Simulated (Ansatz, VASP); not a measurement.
## Two plane-wave programs on AlN

```
Al N
1.0
     3.11100    0.00000    0.00000
    -1.55550    2.69421    0.00000
     0.00000    0.00000    4.97800
Al N
2 2
Direct
  0.33333 0.66667 0.00000
  0.66667 0.33333 0.50000
  0.40406 0.70203 0.37280
  0.73739 0.36870 0.87280
```

Change from the starting cell: all N atoms moved -0.200 Å, as atom 3 towards its neighbour atom 2 (Al) at 1.885 Å.

Alike in both runs: task single point; functional PBE; k mesh 9 × 9 × 6; occupations gaussian, width 0.05 eV; no spin polarisation.

|  | VASP | Ansatz |
| --- | --- | --- |
| version | VASP 6.6.1 | Ansatz 0.2.0 |
| potentials or method | VASP PAW PBE potentials, release 64 (Al, N), cutoff 520 eV | scalar-relativistic, plane waves, PAW |
| valence electrons in the cell | 16 | 16 |

```csv
,VASP,Ansatz,Ansatz less VASP
gap on the k mesh at the Fermi level (eV),3.92,3.91,-0.010
least direct gap on the mesh (eV),3.92,3.91,-0.010
pressure (GPa),8.5,8.7,+0.21
"traceless stress, the component that is largest in VASP (GPa)",7.82,7.78,-0.046
rms of the force components (eV/Å),1.676,1.669,-0.0077
```

Atom by atom the forces differ by 0.008 eV/Å (rms over components).
